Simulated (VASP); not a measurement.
Input of a VASP 6.6.1 run:

Contents of INCAR:

```
SYSTEM = Ni
PREC = Accurate
ENCUT = 520
EDIFF = 1E-6
ISMEAR = 0
SIGMA = 0.019000000000000003
LREAL = .FALSE.
LASPH = .TRUE.
NELM = 150
ALGO = Fast
ISIF = 2
LWAVE = .FALSE.
LCHARG = .FALSE.
ISPIN = 2
MAGMOM = 1
LORBIT = 11
LMAXMIX = 4
GGA = PE
NBANDS = 15
```

File KPOINTS:

```
regular mesh
0
G
  13 13 13
  0 0 0
```

POSCAR

```
Ni
1.0
    0.0000000000      1.7375729330      1.7375729330
    1.7375729330      0.0000000000      1.7375729330
    1.7375729330      1.7375729330      0.0000000000
Ni
1
Direct
    0.0000000000      0.0000000000      0.0000000000
```

Potentials or basis: VASP PAW PBE potentials, release 64 (Ni).

Run with:

```bash
$ cat potpaw_PBE.64/Ni/POTCAR > POTCAR
$ mpirun -np 1 vasp_std > vasp.out
```

Q: Estimate the pressure.

A: 7.5 GPa.

Q: Predict the site moments.

A: Ni +0.63 μB.
